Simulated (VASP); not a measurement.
A run of VASP 6.6.1 is set up as follows.

The input INCAR:

```
SYSTEM = B
PREC = Accurate ; ENCUT = 600
EDIFF = 1E-7 ; ISMEAR = 0
SIGMA = 0.1 ; LREAL = .False.
LASPH = .True. ; NELM = 100
ALGO = Normal ; ISIF = 3
LWAVE = .False. ; LCHARG = .False.
GGA = PS ; IBRION = 2
NSW = 90 ; EDIFFG = -0.04
```

KPOINTS

```
Automatic mesh
0
Gamma
  9 9 6
  0 0 0
```

POSCAR

```
B
1.0
    2.7912484570      0.0000000000      0.0000000000
   -1.3956242285      2.4172920720      0.0000000000
    0.0000000000      0.0000000000      3.1667648111
B
3
Direct
    0.2254000000      0.0000000000      0.3333333333
    0.0000000000      0.2254000000      0.6666666667
    0.7746000000      0.7746000000      0.0000000000
```

Potentials or basis: VASP PAW PBE potentials, release 64 (B).

Run with:

```sh
$ cat potpaw_PBE.64/B/POTCAR > POTCAR
$ mpirun -np 1 vasp_std > vasp.out
```

(1) Estimate the band gap on the k mesh.

(2) Estimate the relaxed volume.

Results:

(1) zero (an odd number of electrons rules out a gap without spin polarisation).

(2) 6.61 Å³/atom.

Caveat: the PAW data sets were made with another functional, which shifts forces and pressure a little.
